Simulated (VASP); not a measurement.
# NaCl (Fm-3m) in VASP: notebook, part 2 of 2

VASP 6.6.1. The steps go on from the part before.

## (3) Single point, LDA

This run uses another cell than the first one, of 22.63 Å³/atom.

INCAR reads:

```
SYSTEM = NaCl
PREC     = Accurate       ! precision mode
ENCUT    = 500            ! plane-wave cutoff, eV
EDIFF    = 1E-6           ! SCF threshold, eV
ISMEAR   = 0              ! smearing method
SIGMA    = 0.01           ! smearing width, eV
LREAL    = .False.        ! projectors in reciprocal space
LASPH    = .True.         ! aspherical terms in the spheres
NELM     = 120            ! most SCF steps
ALGO     = Normal         ! electronic algorithm
ISIF     = 2              ! what is computed and relaxed
LWAVE    = .False.        ! write WAVECAR
LCHARG   = .False.        ! write CHGCAR
NBANDS   = 14             ! bands
GGA_COMPAT= .False.
```

KPOINTS reads:

```
regular mesh
0
Gamma
  6 6 6
  0 0 0
```

POSCAR reads:

```
NaCl
1.0
    0.0000000000      2.8286098139      2.8286098139
    2.8286098139      0.0000000000      2.8286098139
    2.8286098139      2.8286098139      0.0000000000
Na Cl
1 1
Direct
    0.0000000000      0.0000000000      0.0000000000
    0.5000000000      0.5000000000      0.5000000000
```

Potentials or basis: VASP PAW LDA potentials, release 64 (Na_pv, Cl).

Launch:

```sh
$ cat potpaw_LDA.64/Na_pv/POTCAR potpaw_LDA.64/Cl/POTCAR > POTCAR
$ mpirun -np 1 vasp_std > vasp.out
```

OUTCAR:

```text
SYSTEM = NaCl
   PREC = Accurate
   ENCUT = 500
   EDIFF = 1E-6
   ISMEAR = 0
   LREAL = .False.
   LASPH = .True.
   NELM = 120
   ISIF = 2

 ion  position               nearest neighbor table
   1  0.000  0.000  0.000-
   2  0.500  0.500  0.500-

  LATTYP: Found a face centered cubic cell.
 ALAT       =     5.6572196278

  Lattice vectors:

 A1 = (   0.0000000000,   2.8286098139,   2.8286098139)
 A2 = (   2.8286098139,   0.0000000000,   2.8286098139)
 A3 = (   2.8286098139,   2.8286098139,   0.0000000000)

Analysis of symmetry for initial positions (statically):
=====================================================================
 Subroutine PRICEL returns:
 Original cell was already a primitive cell.

 Routine SETGRP: Setting up the symmetry group for a
 face centered cubic supercell.

 Subroutine GETGRP returns: Found 48 space group operations
 (whereof 48 operations were pure point group operations)
 out of a pool of 48 trial point group operations.

The static configuration has the point symmetry O_h .

Analysis of symmetry for dynamics (positions and initial velocities):
=====================================================================
[... 166 lines left out ...]
      8       3.6610      0.00000
      9       9.8327      0.00000
     10       9.8327      0.00000
     11       9.8327      0.00000
     12      12.0507      0.00000
     13      12.0507      0.00000
     14      13.4068      0.00000
[... 241 lines left out ...]
      1     -21.8137      2.00000
      2     -21.8075      2.00000
      3     -21.8059      2.00000
      4     -13.1577      2.00000
      5      -2.4868      2.00000
      6      -1.9444      2.00000
      7      -1.7437      2.00000
      8       7.0018      0.00000
      9       7.5554      0.00000
     10       9.1141      0.00000
     11      10.6513      0.00000
     12      13.6930      0.00000
     13      14.9383      0.00000
     14      15.0235      0.00000

------------------------ aborting loop because EDIFF is reached ----------------------------------------

  FORCE on cell =-STRESS in cart. coord.  units (eV):
  Direction    XX          YY          ZZ          XY          YZ          ZX
  --------------------------------------------------------------------------------------
  -------------------------------------------------------------------------------------
  Total       -0.7437450     -0.7437450     -0.7437450     -0.0000000     -0.0000000      0.0000000
  in kB      -26.3260378    -26.3260378    -26.3260378     -0.0000000     -0.0000000      0.0000000
  external PRESSURE =     -26.3260378 kB  Pullay stress =       0.0000000 kB

 VOLUME and BASIS-vectors are now :
 -----------------------------------------------------------------------------
  energy-cutoff  :      500.00
  volume of cell :       45.26
      direct lattice vectors                 reciprocal lattice vectors
     0.000000000  2.828609814  2.828609814    -0.176765278  0.176765278  0.176765278
     2.828609814  0.000000000  2.828609814     0.176765278 -0.176765278  0.176765278
     2.828609814  2.828609814  0.000000000     0.176765278  0.176765278 -0.176765278

 POSITION                                       TOTAL-FORCE (eV/Angst)
 -----------------------------------------------------------------------------------
      0.00000      0.00000      0.00000         0.000000     -0.000000      0.000000
      2.82861      2.82861      2.82861        -0.000000      0.000000     -0.000000
 -----------------------------------------------------------------------------------
    total drift:                               -0.000000      0.000000      0.000000

  FREE ENERGIE OF THE ION-ELECTRON SYSTEM (eV)
  ---------------------------------------------------
  free  energy   TOTEN  =        -7.3496995053 eV

  energy  without entropy=       -7.3496995053  energy(sigma->0) =       -7.34969951
```

OSZICAR:

```text
N       E                     dE             d eps       ncg     rms          rms(c)
DAV:   1     0.957819670056E+02    0.95782E+02   -0.69404E+03   448   0.966E+02
DAV:   2    -0.272901739256E+00   -0.96055E+02   -0.89252E+02   498   0.260E+02
DAV:   3    -0.744676028167E+01   -0.71739E+01   -0.71423E+01   574   0.673E+01
DAV:   4    -0.754937417696E+01   -0.10261E+00   -0.10259E+00   508   0.874E+00
DAV:   5    -0.755157065993E+01   -0.21965E-02   -0.21964E-02   580   0.132E+00    0.203E+00
DAV:   6    -0.737179843978E+01    0.17977E+00   -0.28328E-01   550   0.327E+00    0.147E+00
DAV:   7    -0.735162081351E+01    0.20178E-01   -0.52629E-02   610   0.135E+00    0.962E-01
DAV:   8    -0.734982919109E+01    0.17916E-02   -0.52795E-03   562   0.663E-01    0.298E-01
DAV:   9    -0.734970801508E+01    0.12118E-03   -0.20480E-04   550   0.103E-01    0.159E-01
DAV:  10    -0.734969982006E+01    0.81950E-05   -0.11262E-04   580   0.772E-02    0.481E-03
DAV:  11    -0.734969950532E+01    0.31474E-06   -0.32405E-06   544   0.196E-02
   1 F= -.73496995E+01 E0= -.73496995E+01  d E =-.127880E-17
```

stdout:

```text
POSCAR found type information on POSCAR NaCl
 POSCAR found :  2 types and       2 ions
 scaLAPACK will be used
 LDA part: xc-table for (Slater(with rela. corr.)+CA(PZ))
 , standard interpolation
 POSCAR, INCAR and KPOINTS ok, starting setup
 FFT: planning ... GRIDC
 FFT: planning ... GRID_SOFT
 FFT: planning ... GRID
 WAVECAR not read
 entering main loop
```

Run time: 5.8 s. Hardware: 1 thread of AMD EPYC 7R13 (Zen 3), shared host; peak memory 0.11 GiB.

Results:

* Free energy: -7.3497 eV
* Pressure: -2.6 GPa
* Band gap on the k mesh: 4.66 eV

Expect the measured gap to be larger: semilocal functionals such as LDA lack the derivative discontinuity.

## (4) Single point, LDA

This run uses another cell than the first one, of 23.08 Å³/atom.

INCAR reads:

```
SYSTEM = NaCl
ALGO = Normal
EDIFF = 1E-6
ENCUT = 500
GGA_COMPAT = .False.
ISIF = 2
ISMEAR = 0
LASPH = .True.
LCHARG = .False.
LREAL = .False.
LWAVE = .False.
NBANDS = 14
NELM = 120
PREC = Accurate
SIGMA = 0.01
```

KPOINTS reads:

```
k-points
0
Gamma
  6 6 6
  0 0 0
```

POSCAR reads:

```
NaCl
1.0
    0.0000000000      2.8469779247      2.8469779247
    2.8469779247      0.0000000000      2.8469779247
    2.8469779247      2.8469779247      0.0000000000
Na Cl
1 1
Direct
    0.0000000000      0.0000000000      0.0000000000
    0.5000000000      0.5000000000      0.5000000000
```

Launch:

```sh
$ cat potpaw_LDA.64/Na_pv/POTCAR potpaw_LDA.64/Cl/POTCAR > POTCAR
$ mpirun -np 1 vasp_std > vasp.out
```

Run time: 6 s. Hardware: 1 thread of AMD EPYC 7R13 (Zen 3), shared host; peak memory 0.11 GiB.

It converged, with:

```yaml
Free_energy: -7.3344 eV
Pressure: -3.0 GPa
Band_gap_on_the_k_mesh: 4.59 eV
```

Levels at points of the mesh, in eV from the valence-band top:
```tsv
k point	band 3	band 4	band 5	band 6	band 7	band 8	band 9	band 10	band 11	band 12
(0.00, 0.00, 0.00)	-20.83	-12.52	0.00	0.00	0.00	4.59	10.81	10.81	10.81	13.01
(0.50, 0.00, 0.00)	-20.83	-12.19	-1.94	-0.26	-0.26	6.84	10.04	10.60	10.60	14.36
(0.50, 0.50, 0.00)	-20.84	-12.15	-1.66	-0.60	-0.60	7.09	7.76	10.73	14.08	14.08
```

## (5) Single point, LDA

This run uses another cell than the first one, of 23.52 Å³/atom.

INCAR reads:

```
  PREC = Accurate
  ENCUT = 500
  EDIFF = 1E-6
  ISMEAR = 0
  SIGMA = 0.01
  LREAL = F
  LASPH = T
  NELM = 120
  ALGO = Normal
  ISIF = 2
  LWAVE = F
  LCHARG = F
  GGA = CA
  NBANDS = 14
  GGA_COMPAT = F
```

KPOINTS reads:

```
Automatic mesh
0
Gamma
  6 6 6
```

POSCAR reads:

```
NaCl
1.0
    0.0000000000      2.8651120310      2.8651120310
    2.8651120310      0.0000000000      2.8651120310
    2.8651120310      2.8651120310      0.0000000000
Na Cl
1 1
Direct
    0.0000000000      0.0000000000      0.0000000000
    0.5000000000      0.5000000000      0.5000000000
```

Launch:

```sh
$ cat potpaw_LDA.64/Na_pv/POTCAR potpaw_LDA.64/Cl/POTCAR > POTCAR
$ mpirun -np 1 vasp_std > vasp.out
```

Wall time 5.9 s (1 thread of AMD EPYC 7R13 (Zen 3), shared host); peak memory 0.11 GiB.

Results (log left out):

```yaml
Free_energy: -7.3173 eV
Pressure: -3.3 GPa
Band_gap_on_the_k_mesh: 4.53 eV
```

Levels at points of the mesh, in eV from the valence-band top:
```tsv
k point	band 5	band 6	band 7	band 8	band 9	band 10
(0.00, 0.00, 0.00)	0.00	0.00	0.00	4.53	10.79	10.79
(0.50, 0.00, 0.00)	-1.88	-0.25	-0.25	6.80	9.89	10.55
(0.50, 0.50, 0.00)	-1.62	-0.58	-0.58	7.03	7.77	10.60
```

Caveat: the cell stands under tension. Expect the measured gap to be larger: semilocal functionals such as LDA lack the derivative discontinuity.

## (6) The runs side by side

```tsv
cell	gap on the mesh (eV)	pressure (GPa)
a = 3.974 Å, angles 60.0°, 2 atoms	4.74	-2.2
a = 4.000 Å, angles 60.0°, 2 atoms	4.66	-2.6
a = 4.026 Å, angles 60.0°, 2 atoms	4.59	-3.0
a = 4.052 Å, angles 60.0°, 2 atoms	4.53	-3.3
```

Alike in all rows: task single point; level LDA; potentials or basis VASP PAW LDA potentials, release 64 (Na_pv, Cl); no spin polarisation; k mesh 6 × 6 × 6; cutoff (eV) 500; smearing gaussian 0.01 eV.

Caveats: the cell stands under tension (at least some runs).

Absolute energies hang on the potentials; compare differences alone.
